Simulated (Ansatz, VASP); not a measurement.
## YN in VASP and in Ansatz

```xyz
2
Lattice="0.0000 2.4530 2.4530 2.4530 0.0000 2.4530 2.4530 2.4530 0.0000" Properties=species:S:1:pos:R:3 pbc="T T T"
Y     0.0000    0.0000    0.0000
N     2.4530    2.4530    2.4530
```

Alike in both runs: functional PBE; k mesh 10 × 10 × 10; occupations gaussian, width 0.01 eV; no spin polarisation.

Ansatz relaxed the structure, and its values are those at the end. VASP's run is a single point on that final structure, the one shown.

```csv
,VASP,Ansatz
version,VASP 6.6.1,Ansatz 0.2.0
potentials or method,"VASP PAW PBE potentials, release 64 (Y_sv, N), cutoff 600 eV","scalar-relativistic, plane waves, PAW"
valence electrons in the cell,16,16
```

|  | VASP | Ansatz | Ansatz less VASP |
| --- | --- | --- | --- |
| gap on the k mesh at the Fermi level (eV) | 0.21 | 0.21 | +0.003 |
| least direct gap on the mesh (eV) | 0.60 | 0.61 | +0.004 |
| pressure (GPa) | -0.2 | 0.0 | +0.24 |

With one functional, cell and mesh, what is left measures potentials, basis and numerics.
